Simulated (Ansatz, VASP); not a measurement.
## One calculation of TaPb, two programs

```
CELL_PARAMETERS angstrom
0.00000 2.88349 2.88349
2.88349 0.00000 2.88349
2.88349 2.88349 0.00000
ATOMIC_POSITIONS crystal
Ta 0.00000 0.00000 0.00000
Pb 0.50000 0.50000 0.50000
```

Change from the starting cell: species swapped into the TiC type (Fm-3m, No. 225).

Alike in both runs: functional PBE; k mesh 16 × 16 × 16; occupations gaussian, width 0.1 eV; no spin polarisation.

Ansatz relaxed the structure, and its values are those at the end. VASP's run is a single point on that final structure, the one shown.

|  | VASP | Ansatz |
| --- | --- | --- |
| version | VASP 6.6.1 | Ansatz 0.2.0 |
| potentials or method | VASP PAW PBE potentials, release 64 (Ta_pv, Pb_d), cutoff 520 eV | scalar-relativistic, plane waves, PAW |
| valence electrons in the cell | 25 | 27 |

|  | VASP | Ansatz | Ansatz less VASP |
| --- | --- | --- | --- |
| gap on the k mesh at the Fermi level (eV) | none | none | - |
| pressure (GPa) | 0.0 | 0.0 | +0.02 |

A gap of «none» marks a metal or a gap that the smearing closes. The functional is the same, so the differences come from potentials, cutoffs and numerics. VASP's potentials hold 25 valence electrons a cell and Ansatz's 27, so a difference there can come from the potentials and not from the codes.

Spin-orbit coupling is off throughout.
